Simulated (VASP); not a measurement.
# SnSe2 (P-3m1) in VASP: a series of runs, part 2 of 2

VASP 6.6.1. The steps go on from the part before.

## (3) Single point, PBE

The input, INCAR:

```
SYSTEM = SnSe2
ALGO = Normal ; EDIFF = 1E-6
ENCUT = 520 ; GGA = PE
ISIF = 2 ; ISMEAR = 0
LASPH = .True. ; LCHARG = .False.
LREAL = .False. ; LWAVE = .False.
NBANDS = 20 ; NELM = 80
PREC = Accurate ; SIGMA = 0.028000000000000004
```

The input, KPOINTS:

```
k-points
0
Gamma
  8 8 5
  0 0 0
```

The input, POSCAR:

```
SnSe2
1.0
    3.8110000000      0.0000000000      0.0000000000
   -1.9055000000      3.3004228138      0.0000000000
    0.0000000000      0.0000000000      6.1360000000
Sn Se
1 2
Direct
    0.0000000000      0.0000000000      0.0000000000
    0.6666666667      0.3333333333      0.7510000000
    0.3333333333      0.6666666667      0.2490000000
```

Potentials or basis: VASP PAW PBE potentials, release 64 (Sn_d, Se).

Started as:

```bash
$ cat potpaw_PBE.64/Sn_d/POTCAR potpaw_PBE.64/Se/POTCAR > POTCAR
$ mpirun -np 1 vasp_std > vasp.out
```

OUTCAR:

```text
SYSTEM = SnSe2
   EDIFF = 1E-6
   ENCUT = 520
   GGA = PE
   ISIF = 2
   ISMEAR = 0
   LASPH = .True.
   LREAL = .False.
   NELM = 80
   PREC = Accurate

 ion  position               nearest neighbor table
   1  0.000  0.000  0.000-   2 2.68   3 2.68   3 2.68   2 2.68   2 2.68   3 2.68
   2  0.667  0.333  0.751-   1 2.68   1 2.68   1 2.68
   3  0.333  0.667  0.249-   1 2.68   1 2.68   1 2.68

  LATTYP: Found a hexagonal cell.
 ALAT       =     3.8110000000
 C/A-ratio  =     1.6100760955

  Lattice vectors:

 A1 = (   3.8110000000,   0.0000000000,   0.0000000000)
 A2 = (  -1.9055000000,   3.3004228138,   0.0000000000)
 A3 = (   0.0000000000,   0.0000000000,   6.1360000000)

Analysis of symmetry for initial positions (statically):
=====================================================================
 Subroutine PRICEL returns:
 Original cell was already a primitive cell.

 Routine SETGRP: Setting up the symmetry group for a
 hexagonal supercell.

 Subroutine GETGRP returns: Found 12 space group operations
 (whereof 12 operations were pure point group operations)
 out of a pool of 24 trial point group operations.

The static configuration has the point symmetry D_3d.

Analysis of symmetry for dynamics (positions and initial velocities):
=====================================================================
 Subroutine PRICEL returns:
 Original cell was already a primitive cell.

 Routine SETGRP: Setting up the symmetry group for a
 hexagonal supercell.

 Subroutine GETGRP returns: Found 12 space group operations
 (whereof 12 operations were pure point group operations)
 out of a pool of 24 trial point group operations.

[... 112 lines left out ...]
   PSTRESS=    0.0 pullay stress
   NELECT =      26.0000    total number of electrons
   NUPDOWN=      -1.0000    fix difference up-down
   EMIN   =  10.00;   EMAX   =-10.00  energy-range for DOS
   EFERMI =   0.00;   METHOD = LEGACY
   ISMEAR =     0;   SIGMA  =   0.03  broadening in eV -4-tet -1-fermi 0-gaus
   EFERMI_NEDOS =   21; number of points for ismear=-14 and -15
   IALGO  =     38    algorithm
   IMIX   =      4    mixing-type and parameters
     AMIX     =   0.40;   BMIX     =  1.00
     AMIX_MAG =   1.60;   BMIX_MAG =  1.00
  volume/ion in A,a.u.               =      25.73       173.61
  Fermi-wavevector in a.u.,A,eV,Ry     =   1.139116  2.152617 17.654722  1.297585
  Thomas-Fermi vector in A             =   2.275820
   LORBIT       =      0    0 simple, 1 ext, 2 COOP (PROOUT), +10 PAW based schemes
   GGA     = PE    functional components
   LHFCALC =     F    Hartree Fock is set to
   AEXX    =    0.0000 exact exchange contribution
   IVDW    =     0    specifies the selected vdW correction
   LEPSILON=     F    determine dielectric tensor
   LRPA    =     F    only Hartree local field effects (RPA)
 non-spin polarized calculation
 Gauss-broadening in eV      SIGMA  =   0.03
  energy-cutoff  :      520.00
  volume of cell :       77.18
 maximum number of plane-waves:      2095
   NGX = 15   NGY = 15   NGZ = 23

 number of electron      26.0000006 magnetization

 Free energy of the ion-electron system (eV)
  ---------------------------------------------------
  ext. energy  EPLUGINS =         0.00000000
  ---------------------------------------------------
  free energy    TOTEN  =       -11.74639950 eV

  energy without entropy =      -11.74639950  energy(sigma->0) =      -11.74639950

 E-fermi :   4.3355     XC(G=0):  -9.4548

 val. band max:        4.1747043151   @ k =   0.1250   0.0000   0.0000
 cond. band min:       4.9801914831   @ k =   0.5000   0.0000   0.4000
 fundamental gap:      0.8054871681
 Fermi energy:         4.3355402448

 k-point     1 :       0.0000    0.0000    0.0000
  band No.  band energies     occupation
      1     -17.0968      2.00000
      2     -17.0968      2.00000
      3     -17.0579      2.00000
      4     -17.0428      2.00000
      5     -17.0428      2.00000
      6      -9.8291      2.00000
[... 541 lines left out ...]
     19      11.5873      0.00000
     20      13.9448      0.00000

 [... further k-points ...]

------------------------ aborting loop because EDIFF is reached ----------------------------------------

  FORCE on cell =-STRESS in cart. coord.  units (eV):
  Direction    XX          YY          ZZ          XY          YZ          ZX
  --------------------------------------------------------------------------------------
  -------------------------------------------------------------------------------------
  Total        2.4705925      2.4705925      3.1928973      0.0000000      0.0000000      0.0000000
  in kB       51.2882428     51.2882428     66.2829228      0.0000000      0.0000000      0.0000000
  external PRESSURE =      56.2864694 kB  Pullay stress =       0.0000000 kB

 VOLUME and BASIS-vectors are now :
 -----------------------------------------------------------------------------
  energy-cutoff  :      520.00
  volume of cell :       77.18
      direct lattice vectors                 reciprocal lattice vectors
     3.811000000  0.000000000  0.000000000     0.262398321  0.151495741  0.000000000
    -1.905500000  3.300422814  0.000000000     0.000000000  0.302991482  0.000000000
     0.000000000  0.000000000  6.136000000     0.000000000  0.000000000  0.162972621

 POSITION                                       TOTAL-FORCE (eV/Angst)
 -----------------------------------------------------------------------------------
      0.00000      0.00000      0.00000        -0.000000      0.000000      0.000000
      1.90550      1.10014      4.60814        -0.000000      0.000000     -0.803605
     -0.00000      2.20028      1.52786         0.000000      0.000000      0.803605
 -----------------------------------------------------------------------------------
    total drift:                                0.000000      0.000000     -0.000000

  FREE ENERGIE OF THE ION-ELECTRON SYSTEM (eV)
  ---------------------------------------------------
  free  energy   TOTEN  =       -11.7463995028 eV

  energy  without entropy=      -11.7463995028  energy(sigma->0) =      -11.74639950
```

OSZICAR:

```text
N       E                     dE             d eps       ncg     rms          rms(c)
DAV:   1     0.205603617001E+03    0.20560E+03   -0.12091E+04  1640   0.145E+03
DAV:   2     0.112015384919E+02   -0.19440E+03   -0.18750E+03  1736   0.393E+02
DAV:   3    -0.112419028968E+02   -0.22443E+02   -0.22136E+02  1928   0.114E+02
DAV:   4    -0.120028595572E+02   -0.76096E+00   -0.75989E+00  1932   0.223E+01
DAV:   5    -0.120218067850E+02   -0.18947E-01   -0.18946E-01  2188   0.359E+00    0.524E+00
DAV:   6    -0.117668063564E+02    0.25500E+00   -0.49427E-01  2456   0.752E+00    0.338E+00
DAV:   7    -0.117461089755E+02    0.20697E-01   -0.16873E-01  1904   0.263E+00    0.102E+00
DAV:   8    -0.117458565381E+02    0.25244E-03   -0.13062E-02  2040   0.115E+00    0.289E-01
DAV:   9    -0.117463601012E+02   -0.50356E-03   -0.15677E-03  1812   0.298E-01    0.880E-02
DAV:  10    -0.117463671945E+02   -0.70933E-05   -0.11180E-04  2128   0.771E-02    0.344E-02
DAV:  11    -0.117463986885E+02   -0.31494E-04   -0.42654E-05  1748   0.364E-02    0.659E-03
DAV:  12    -0.117463995028E+02   -0.81426E-06   -0.22202E-06  1760   0.109E-02
   1 F= -.11746400E+02 E0= -.11746400E+02  d E =-.144834E-17
```

Wall time 40 s (1 thread of AMD EPYC 7R13 (Zen 3), shared host); peak memory 0.19 GiB.

What came out:

```
Free energy            : -11.7464 eV
Pressure               : 5.6 GPa
Largest force          : 0.804 eV/Å
Band gap on the k mesh : 0.81 eV (least direct gap 1.09 eV)
```

Forces on the atoms (eV/Å):
```
Sn   0.000  0.000  0.000
Se   0.000  0.000 -0.804
Se   0.000  0.000  0.804
```

Stress tensor (GPa, compression positive):
```
5.13 0.00 0.00
0.00 5.13 0.00
0.00 0.00 6.63
```

Levels at points of the mesh, in eV from the valence-band top:
| k point | band 11 | band 12 | band 13 | band 14 | band 15 | band 16 |
| --- | --- | --- | --- | --- | --- | --- |
| (0.00, 0.00, 0.00) | -0.40 | -0.40 | -0.01 | 1.09 | 2.94 | 4.64 |
| (0.50, 0.00, 0.00) | -2.69 | -1.20 | -0.31 | 1.15 | 3.79 | 5.45 |

Caveat: the cell stands under pressure; spin-orbit coupling is left out, which moves the levels of the heavy elements; an odd mesh through Γ misses points on the zone boundary, where band edges can lie; this functional lacks dispersion, which binds the layers, so the pressure and a relaxed spacing across them are unreliable.

## (4) Single point, RPBE

This run uses another cell than the first one, of 35.91 Å³/atom.

The input, INCAR:

```
SYSTEM = SnSe2
ALGO     = Normal         ! electronic algorithm
EDIFF    = 1E-6           ! SCF threshold, eV
ENCUT    = 520            ! plane-wave cutoff, eV
GGA      = RP             ! functional
ISIF     = 2              ! what is computed and relaxed
ISMEAR   = -1             ! smearing method
LASPH    = .True.         ! aspherical terms in the spheres
LCHARG   = .True.         ! write CHGCAR
LELF     = .True.         ! ELF
LREAL    = .False.        ! projectors in reciprocal space
LVHAR    = .True.       
LWAVE    = .False.        ! write WAVECAR
NBANDS   = 20             ! bands
NELM     = 80             ! most SCF steps
PREC     = Accurate       ! precision mode
SIGMA    = 0.05           ! smearing width, eV
```

KPOINTS is that of step 3.

The input, POSCAR:

```
SnSe2
1.0
    3.9144633505      0.0000000000      0.0000000000
   -1.9572316752      3.3900247037      0.0000000000
    0.0000000000      0.0000000000      8.1171871853
Sn Se
1 2
Direct
    0.0000000000      0.0000000000      0.0000000000
    0.6666666667      0.3333333333      0.8033073264
    0.3333333333      0.6666666667      0.1966926736
```

Started as:

```bash
$ cat potpaw_PBE.64/Sn_d/POTCAR potpaw_PBE.64/Se/POTCAR > POTCAR
$ mpirun -np 1 vasp_std > vasp.out
```

Wall time 53 s (1 thread of AMD EPYC 7R13 (Zen 3), shared host); peak memory 0.23 GiB.

It converged, with:

| Property | Result |
| --- | --- |
| Free energy | -10.9834 eV |
| Pressure | 0.0 GPa |
| Largest force | 0.008 eV/Å |
| Band gap on the k mesh | 0.83 eV (least direct gap 1.12 eV) |

Forces on the atoms (eV/Å):
```
Sn   0.000  0.000  0.000
Se   0.000  0.000 -0.008
Se   0.000  0.000  0.008
```

Levels at points of the mesh, in eV from the valence-band top:
```
           k point  band 11  band 12  band 13  band 14  band 15  band 16
(0.00, 0.00, 0.00)    -0.45    -0.10    -0.10     1.31     3.11     4.56
(0.50, 0.00, 0.00)    -2.08    -0.58    -0.28     0.88     4.09     5.69
```

Caveat: the PAW data sets were made with another functional, which shifts forces and pressure a little; spin-orbit coupling is left out, which moves the levels of the heavy elements; an odd mesh through Γ misses points on the zone boundary, where band edges can lie; this functional lacks dispersion, which binds the layers, so the pressure and a relaxed spacing across them are unreliable.

## (5) Relaxation of cell and atoms, RPBE

The input, INCAR:

```
SYSTEM = SnSe2
PREC = Accurate ; ENCUT = 600
EDIFF = 1E-6 ; ISMEAR = -1
SIGMA = 0.05 ; LREAL = .False.
LASPH = .True. ; NELM = 60
ALGO = Normal ; ISIF = 3
LWAVE = .False. ; LCHARG = .False.
GGA = RP ; IBRION = 2
NSW = 60 ; EDIFFG = -0.01
```

The input, KPOINTS:

```
Automatic mesh
0
Gamma
  8 8 5
  0 0 0
```

The input, POSCAR:

```
SnSe2
1.0
    3.8110000000      0.0000000000      0.0000000000
   -1.9055000000      3.3004228138      0.0000000000
    0.0000000000      0.0000000000      6.1360000000
Sn Se
1 2
Direct
    0.0000000000      0.0000000000      0.0000000000
    0.6666666667      0.3333333333      0.7510000000
    0.3333333333      0.6666666667      0.2490000000
```

Started as:

```bash
$ cat potpaw_PBE.64/Sn_d/POTCAR potpaw_PBE.64/Se/POTCAR > POTCAR
$ mpirun -np 1 vasp_std > vasp.out
```

It took 16 min on 1 thread of AMD EPYC 7R13 (Zen 3), shared host; peak memory 0.22 GiB.

The run converged. Its results:

```
Free energy                           : -10.9790 eV
Relaxed volume                        : 35.70 Å³/atom
Relaxed cell                          : a = 3.915 Å, b = 3.915 Å, c = 8.069 Å, α = 90.00°, β = 90.00°, γ = 120.00°
Space group after relaxing (to 0.1 Å) : P-3m1 (No. 164)
Energy gained by relaxing             : 94.0 meV/atom
Ionic steps                           : 37
Pressure after relaxing               : 0.0 GPa
Band gap on the k mesh                : 0.83 eV (least direct gap 1.12 eV)
```

Step by step:
| step | energy change (eV) | largest force (eV/Å) | pressure (GPa) | volume (Å³) |
| --- | --- | --- | --- | --- |
| 1 | 0.0000 | 0.8473 | 7.46 | 77.18 |
| 2 | -0.0901 | 0.8478 | -3.44 | 91.34 |
| 3 | -0.1820 | 0.2455 | 0.15 | 84.89 |
| 4 | -0.1820 | 0.2272 | 0.27 | 84.73 |
| 5 | -0.1882 | 0.2092 | 0.23 | 85.23 |
| 6 | -0.2047 | 0.1510 | 0.16 | 86.73 |
| 7 | -0.2289 | 0.0250 | 0.14 | 89.76 |
| 8 | -0.2447 | 0.2688 | 0.44 | 95.90 |
| 9 | -0.2508 | 0.2193 | 0.26 | 96.71 |
| 10 | -0.2640 | 0.0767 | -0.23 | 99.11 |
| 11 | -0.2702 | 0.1888 | -1.01 | 103.90 |
| 12 | -0.2710 | 0.1110 | -0.79 | 102.52 |
| 13 | -0.2772 | 0.0920 | -0.42 | 102.51 |
| 14 | -0.2794 | 0.0722 | -0.06 | 102.47 |
| 15 | -0.2795 | 0.0702 | -0.02 | 102.47 |
| 16 | -0.2798 | 0.0378 | 0.06 | 102.42 |
| 17 | -0.2799 | 0.0125 | 0.12 | 102.38 |
| 18 | -0.2800 | 0.0058 | 0.14 | 102.37 |
| 19 | -0.2801 | 0.0101 | 0.04 | 102.67 |
| 20 | -0.2802 | 0.0124 | 0.01 | 102.81 |
| 21 | -0.2802 | 0.0124 | 0.00 | 102.83 |
| 22 | -0.2802 | 0.0151 | 0.00 | 102.91 |
| 23 | -0.2804 | 0.0227 | -0.03 | 103.15 |
| 24 | -0.2807 | 0.0377 | -0.08 | 103.64 |
| 25 | -0.2809 | 0.0667 | -0.16 | 104.60 |
| 26 | -0.2809 | 0.0656 | -0.16 | 104.62 |
| 27 | -0.2810 | 0.0630 | -0.15 | 104.68 |
| 28 | -0.2812 | 0.0570 | -0.11 | 104.78 |
| 29 | -0.2814 | 0.0450 | -0.06 | 105.00 |
| 30 | -0.2817 | 0.0201 | 0.06 | 105.44 |
| 31 | -0.2817 | 0.0120 | 0.10 | 105.58 |
| 32 | -0.2818 | 0.0093 | 0.09 | 105.79 |
| 33 | -0.2820 | 0.0005 | 0.06 | 106.43 |
| 34 | -0.2820 | 0.0179 | 0.00 | 107.71 |
| 35 | -0.2820 | 0.0096 | 0.03 | 107.10 |
| 36 | -0.2820 | 0.0089 | 0.04 | 107.04 |
| 37 | -0.2820 | 0.0019 | -0.01 | 107.11 |

Final structure:
```
Sn Se
1.0
     3.91515    0.00000    0.00000
    -1.95757    3.39062    0.00000
     0.00000    0.00000    8.06892
Sn Se
1 2
Direct
  0.00000 0.00000 0.00000
  0.66667 0.33333 0.80203
  0.33333 0.66667 0.19797
```

Levels at points of the mesh, in eV from the valence-band top:
| k point | band 11 | band 12 | band 13 | band 14 | band 15 | band 16 |
| --- | --- | --- | --- | --- | --- | --- |
| (0.00, 0.00, 0.00) | -0.45 | -0.10 | -0.10 | 1.30 | 3.11 | 4.56 |
| (0.50, 0.00, 0.00) | -2.07 | -0.58 | -0.28 | 0.88 | 4.09 | 5.68 |

Caveat: the volume moved by over 15 % at a fixed basis, so the end points are rough; the PAW data sets were made with another functional, which shifts forces and pressure a little; spin-orbit coupling is left out, which moves the levels of the heavy elements; an odd mesh through Γ misses points on the zone boundary, where band edges can lie; this functional lacks dispersion, which binds the layers, so the pressure and a relaxed spacing across them are unreliable. Zero-point motion and thermal expansion aren't in these numbers.

## (6) Single point, b88 exchange, pbe correlation

This run uses another cell than the first one.

The input, INCAR:

```
SYSTEM = SnSe2
  ALGO = Normal
  EDIFF = 1E-6
  ENCUT = 500
  GGA = LIBXC
  GGA_COMPAT = .FALSE.
  ISIF = 2
  ISMEAR = -1
  LASPH = .TRUE.
  LCHARG = .FALSE.
  LIBXC1 = GGA_X_B88
  LIBXC2 = GGA_C_PBE
  LREAL = .FALSE.
  LWAVE = .FALSE.
  NBANDS = 20
  NELM = 120
  PREC = Accurate
  SIGMA = 0.05
```

The input, KPOINTS:

```
k-points
0
G
  8 8 5
  0 0 0
```

The input, POSCAR:

```
SnSe2
1.0
    3.8725656329      0.0000000000      0.0000000000
   -1.9362828165      3.3537402159      0.0000000000
    0.0000000000      0.0000000000      9.2164796588
Sn Se
1 2
Direct
    0.0000000000      0.0000000000      0.0000000000
    0.6666666667      0.3333333333      0.8272722495
    0.3333333333      0.6666666667      0.1727277505
```

Potentials or basis: VASP PAW PBE potentials, release 64 (Sn_d, Se).

Started as:

```bash
$ cat potpaw_PBE.64/Sn_d/POTCAR potpaw_PBE.64/Se/POTCAR > POTCAR
$ mpirun -np 1 vasp_std > vasp.out
```

OUTCAR:

```text
SYSTEM = SnSe2
   EDIFF = 1E-6
   ENCUT = 500
   GGA = LIBXC
   ISIF = 2
   ISMEAR = -1
   LASPH = .TRUE.
   LREAL = .FALSE.
   NELM = 120
   PREC = Accurate

 ion  position               nearest neighbor table
   1  0.000  0.000  0.000-   2 2.74   3 2.74   2 2.74   3 2.74   2 2.74   3 2.74
   2  0.667  0.333  0.827-   1 2.74   1 2.74   1 2.74
   3  0.333  0.667  0.173-   1 2.74   1 2.74   1 2.74

  LATTYP: Found a hexagonal cell.
 ALAT       =     3.8725656329
 C/A-ratio  =     2.3799414994

  Lattice vectors:
[... 742 lines left out ...]

  FORCE on cell =-STRESS in cart. coord.  units (eV):
  Direction    XX          YY          ZZ          XY          YZ          ZX
  --------------------------------------------------------------------------------------
  -------------------------------------------------------------------------------------
  Total        0.0051228      0.0051228      0.0601796     -0.0000000      0.0000000      0.0000000
  in kB        0.0685686      0.0685686      0.8055024     -0.0000000      0.0000000      0.0000000
  external PRESSURE =       0.3142132 kB  Pullay stress =       0.0000000 kB

 VOLUME and BASIS-vectors are now :
 -----------------------------------------------------------------------------
  energy-cutoff  :      500.00
  volume of cell :      119.70
      direct lattice vectors                 reciprocal lattice vectors
     3.872565633  0.000000000  0.000000000     0.258226740  0.149087278  0.000000000
    -1.936282816  3.353740216  0.000000000     0.000000000  0.298174556  0.000000000
     0.000000000  0.000000000  9.216479659     0.000000000  0.000000000  0.108501297

 POSITION                                       TOTAL-FORCE (eV/Angst)
 -----------------------------------------------------------------------------------
      0.00000      0.00000      0.00000        -0.000000      0.000000      0.000000
      1.93628      1.11791      7.62454         0.000000      0.000000     -0.010132
     -0.00000      2.23583      1.59194        -0.000000     -0.000000      0.010132
 -----------------------------------------------------------------------------------
    total drift:                               -0.000000     -0.000000      0.000000

  FREE ENERGIE OF THE ION-ELECTRON SYSTEM (eV)
  ---------------------------------------------------
  free  energy   TOTEN  =       -11.5016133580 eV

  energy  without entropy=      -11.5015662631  energy(sigma->0) =      -11.50158981
```

Wall time 35 s (1 thread of Intel Xeon 6975P-C (Granite Rapids), shared host); peak memory 0.27 GiB.

Results:

```yaml
Free_energy: -11.5016 eV
Pressure: 0.0 GPa
Largest_force: 0.010 eV/Å
Band_gap_on_the_k_mesh: 0.79 eV (least direct gap 1.10 eV)
```

Forces in eV/Å, atoms in the order of the input:
```
Sn   0.000  0.000  0.000
Se   0.000  0.000 -0.010
Se   0.000  0.000  0.010
```

Caveat: the PAW data sets were made with another functional, which shifts forces and pressure a little; spin-orbit coupling is left out, which moves the levels of the heavy elements; an odd mesh through Γ misses points on the zone boundary, where band edges can lie.

## (7) Summary

```tsv
task	level	cell	k mesh	cutoff (eV)	smearing	gap on the mesh (eV)	pressure (GPa)	largest force (eV/Å)
single point	PBE	a = 3.811, b = 3.811, c = 6.136 Å, angles 90.0, 90.0, 120.0°, 3 atoms, atomic positions A	4 × 4 × 2	500	fermi-dirac 0.02 eV	0.87	6.0	0.76
single point	PBE	a = 3.811, b = 3.811, c = 6.136 Å, angles 90.0, 90.0, 120.0°, 3 atoms, atomic positions A	8 × 8 × 5	520	gaussian 0.028 eV	0.81	5.6	0.80
single point	RPBE	a = 3.914, b = 3.914, c = 8.117 Å, angles 90.0, 90.0, 120.0°, 3 atoms, atomic positions B	8 × 8 × 5	520	fermi-dirac 0.05 eV	0.83	0.0	0.01
relaxation of cell and atoms	RPBE	relaxed from a = 3.811, b = 3.811, c = 6.136 Å, angles 90.0, 90.0, 120.0°, 3 atoms, atomic positions A	8 × 8 × 5	600	fermi-dirac 0.05 eV	0.83	0.0	-
single point	b88 exchange, pbe correlation	a = 3.873, b = 3.873, c = 9.216 Å, angles 90.0, 90.0, 120.0°, 3 atoms, atomic positions C	8 × 8 × 5	500	fermi-dirac 0.05 eV	0.79	0.0	0.01
```

Alike in all rows: potentials or basis VASP PAW PBE potentials, release 64 (Sn_d, Se); no spin polarisation.

Caveats: some runs use coarse meshes; spin-orbit coupling is left out, which moves the levels of the heavy elements; this functional lacks dispersion, which binds the layers, so the pressure and a relaxed spacing across them are unreliable (at least some runs); an odd mesh through Γ misses points on the zone boundary, where band edges can lie (at least some runs); the PAW data sets were made with another functional, which shifts forces and pressure a little (at least some runs); the cell stands under pressure (at least some runs); the volume moved by over 15 % at a fixed basis, so the end points are rough (at least some runs).

Absolute energies hang on the potentials; compare differences alone.
